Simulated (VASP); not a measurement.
K, 1 atom in the cell. It takes space group Im-3m (No. 229, cubic). The conventional cell has a = 5.200 Å, b = 5.200 Å, c = 5.200 Å, α = 90.00°, β = 90.00°, γ = 90.00°. 

- Program: VASP 6.6.1
- Task: single point
- Functional: PBE
- Dispersion: D3(BJ)
- Potentials or basis: VASP PAW PBE potentials, release 64 (K_sv)
- Cutoff: 500 eV
- k mesh: 6 × 6 × 6
- Occupations: gaussian, width 0.1 eV
- Spin: no spin polarisation
- Dipole correction: no
- Further INCAR settings: ALGO = Normal; EDIFF = 1e-06; NBANDS = 10

Potentials or basis: VASP PAW PBE potentials, release 64 (K_sv).

The run is started by

```bash
$ cat potpaw_PBE.64/K_sv/POTCAR > POTCAR
$ mpirun -np 1 vasp_std > vasp.out
```

Hardware: 1 thread of AMD EPYC 7R13 (shared host).

Problem. How long does it take, and how much memory?

Solution. Wall time 15 s on 1 thread of AMD EPYC 7R13, on a shared host, peak memory 0.17 GiB. Counts: scf iterations 10, k points 16.
